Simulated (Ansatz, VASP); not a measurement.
## One calculation of TaN, two programs

The input INCAR:

```
  PREC = Accurate
  ENCUT = 520
  EDIFF = 1E-6
  ISMEAR = 0
  SIGMA = 0.15
  LREAL = F
  LASPH = T
  NELM = 80
  ALGO = Normal
  ISIF = 2
  LWAVE = F
  LCHARG = F
  GGA = PS
  NBANDS = 15
```

File KPOINTS:

```
regular mesh
0
Gamma
  18 18 18
```

The input POSCAR:

```
TaN
1.0
    0.0000000000      2.1790000000      2.1790000000
    2.2443700000      0.0000000000      2.1790000000
    2.2443700000      2.1790000000      0.0000000000
Ta N
1 1
Direct
    0.5000000000      0.5000000000      0.5000000000
    0.0000000000      0.0000000000      0.0000000000
```

Input for Ansatz:

```yaml
crystal:
  lattice:
    - [0.0, 2.179, 2.179]
    - [2.24437, 0.0, 2.179]
    - [2.24437, 2.179, 0.0]
  atoms:
    - { symbol: Ta, position: [0.5, 0.5, 0.5] }
    - { symbol: "N", position: [0.0, 0.0, 0.0] }
basis:
  ecutwfc: 420
kpoints:
  mp_grid: { grid: [18, 18, 18] }
hamiltonian:
  xc: pbesol
scf:
  occupations: { method: gaussian, width: 0.15 }
output:
  forces: true
  stress: true
  eigenvalues: true
```

Change from the starting cell: strain +0.0300 x Voigt [1, 0, 0, 0, 0, 0], atoms carried along.

Alike in both runs: task single point; functional PBEsol; k mesh 18 × 18 × 18; occupations gaussian, width 0.15 eV; no spin polarisation.

|  | VASP | Ansatz |
| --- | --- | --- |
| version | VASP 6.6.1 | Ansatz 0.2.0 |
| potentials or method | VASP PAW PBE potentials, release 64 (Ta_pv, N), cutoff 520 eV | scalar-relativistic, plane waves, PAW |
| valence electrons in the cell | 16 | 18 |

|  | VASP | Ansatz | Ansatz less VASP |
| --- | --- | --- | --- |
| gap on the k mesh at the Fermi level (eV) | none | none | - |
| pressure (GPa) | -4.3 | -5.2 | -0.91 |
| traceless stress, the component that is largest in VASP (GPa) | -10.60 | -10.54 | +0.062 |

VASP's potentials were made for PBE, not for PBEsol. A gap of «none» marks a metal or a gap that the smearing closes. VASP's potentials hold 16 valence electrons a cell and Ansatz's 18, so a difference there can come from the potentials and not from the codes.

Neither program's run includes spin-orbit coupling.
